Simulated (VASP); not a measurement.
Here is a VASP 6.6.1 calculation.

The input INCAR:

```
SYSTEM = Mg
PREC = Accurate
ENCUT = 520
EDIFF = 1E-6
ISMEAR = 0
SIGMA = 0.1
LREAL = .False.
LASPH = .True.
NELM = 100
ALGO = Normal
ISIF = 2
LWAVE = .False.
LCHARG = .False.
GGA = PE
NBANDS = 25
ISYM = 0
```

The input KPOINTS:

```
Automatic mesh
0
Gamma
  2 2 2
  0.5 0.5 0.5
```

POSCAR

```
Mg
1.0
    5.3600475406      0.6239956859      0.8546347563
    0.4657085854      7.7705031839      0.0362618585
    0.8376220048     -0.0093710688      7.5946269113
Mg
13
Direct
    0.2826752110      1.0203762292      0.8720979726
    0.1332977546      0.4070075760      0.4873838145
    0.4662874560      0.2818457037      0.1003988488
    0.6489274517      0.5437611712      0.3287609173
    0.1696872962      0.7271031521      0.6843401570
    0.0432416928      0.4145329804      0.9345110941
    0.7291183744      0.8598990037      0.0366216068
    0.7640851603      0.8360360159      0.5158823235
    0.2040200907      0.7042009586      0.1628398554
    0.3227690160      0.0105491817      0.4116091436
    0.8886497246      0.1494329352      0.2672103287
    0.7986663331      0.1565712811      0.7130962006
    0.6106768775      0.5529438476      0.7887576510
```

Potentials or basis: VASP PAW PBE potentials, release 64 (Mg).

Command:

```console
$ cat potpaw_PBE.64/Mg/POTCAR > POTCAR
$ mpirun -np 1 vasp_std > vasp.out
```

(1) What does it give for the band gap on the k mesh?

(2) Predict the pressure.

(3) Predict the largest force.

Results:

(1) zero (bands 13 and 14 overlap by 0.76 eV).

(2) -0.1 GPa.

(3) 0.009 eV/Å.

Caveat: the k points lie up to 0.61 Å⁻¹ apart, too coarse for converged energies and pressures of a metal.
